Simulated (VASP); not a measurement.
Crystal: Y.

```xyz
2
Lattice="0.0000 3.5000 3.5000 3.5000 0.0000 3.5000 3.5000 3.5000 0.0000" Properties=species:S:1:pos:R:3 pbc="T T T"
Y     7.0000    7.0000    7.0000
Y     1.7500    1.7500    1.7500
```

This isn't the form of Y at room conditions, which is hcp.

| Item | Value |
| --- | --- |
| Program | VASP 6.6.1 |
| Task | relaxation of cell and atoms |
| Functional | PBE |
| Potentials or basis | VASP PAW PBE potentials, release 64 (Y_sv) |
| Cutoff | 500 eV |
| k mesh | 6 × 6 × 6 |
| Occupations | fermi-dirac, width 0.1 eV |
| Spin | no spin polarisation |

At the start: pressure 0.5 GPa; volume 42.88 Å³/atom.

**Question.** Where does the relaxation end?

**Answer.** Over 3 steps the energy falls by 2.8 meV/atom and the volume is 44.71 Å³/atom (+4.3 %); space group Fd-3m (No. 227, to 0.1 Å) before and after.

Step by step:
| step | energy change (eV) | largest force (eV/Å) | pressure (GPa) | volume (Å³) |
| --- | --- | --- | --- | --- |
| 1 | 0.0000 | 0.0000 | 0.46 | 85.75 |
| 2 | -0.0035 | 0.0000 | 0.27 | 87.28 |
| 3 | -0.0055 | 0.0000 | 0.03 | 89.42 |

Final structure:
```xyz
2
Lattice="0.0000 3.5492 3.5492 3.5492 0.0000 3.5492 3.5492 3.5492 0.0000" Properties=species:S:1:pos:R:3 pbc="T T T"
Y     0.0000    0.0000    0.0000
Y     1.7746    1.7746    1.7746
```
